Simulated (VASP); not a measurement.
Bi2Se3: single point with r2SCAN+D3(BJ)

Bi2Se3:

```
Bi Se
1.0
     2.07244    1.19652    9.81641
    -2.07244    1.19652    9.81641
     0.00000   -2.39304    9.81641
Bi Se
2 3
Direct
  0.39899 0.39899 0.39899
  0.60101 0.60101 0.60101
  0.00000 0.00000 0.00000
  0.21495 0.21495 0.21495
  0.78505 0.78505 0.78505
```

```yaml
Program: VASP 6.6.1
Task: single point
Functional: r2SCAN
Dispersion: D3(BJ)
Potentials_or_basis: VASP PAW PBE potentials, release 64 (Bi_d, Se)
Cutoff: 520 eV
k_mesh: 6 × 6 × 6
Occupations: gaussian, width 0.05 eV
Spin: no spin polarisation
```

| Property | Result |
| --- | --- |
| Pressure | -0.1 GPa |
| Largest force | 0.017 eV/Å |
| Band gap on the k mesh | 0.67 eV |
| Dispersion energy per atom | -0.183 eV |

Forces on the atoms (eV/Å):
```
Bi   0.000  0.000 -0.011
Bi   0.000  0.000  0.011
Se   0.000  0.000  0.000
Se   0.000  0.000 -0.017
Se   0.000  0.000  0.017
```

Levels at points of the mesh, in eV from the valence-band top:
```
           k point  band 20  band 21  band 22  band 23  band 24  band 25  band 26  band 27  band 28  band 29
(0.00, 0.00, 0.00)    -1.75    -1.75    -1.19    -1.19     0.00     0.67     1.77     1.77     2.50     3.02
(0.50, 0.00, 0.00)    -2.90    -2.77    -1.93    -1.25    -0.57     1.29     2.37     3.37     3.39     4.50
(0.50, 0.50, 0.00)    -2.61    -1.86    -1.68    -1.52    -1.01     1.71     2.33     2.85     3.40     4.00
(0.50, 0.50, 0.50)    -1.60    -1.30    -1.30    -1.29    -0.34     0.89     1.97     1.97     2.46     2.79
```

It took 46 min on 1 thread of Intel(R) Xeon(R) Platinum 8259CL CPU @ 2.50GHz (Skylake/Cascade Lake), with other jobs on the host, peak memory 1.1 GiB.

Caveat: three body term missing; the PAW data sets were made with another functional, which shifts forces and pressure a little; spin-orbit coupling is left out, which moves the levels of the heavy elements. A k mesh can miss the band edges.
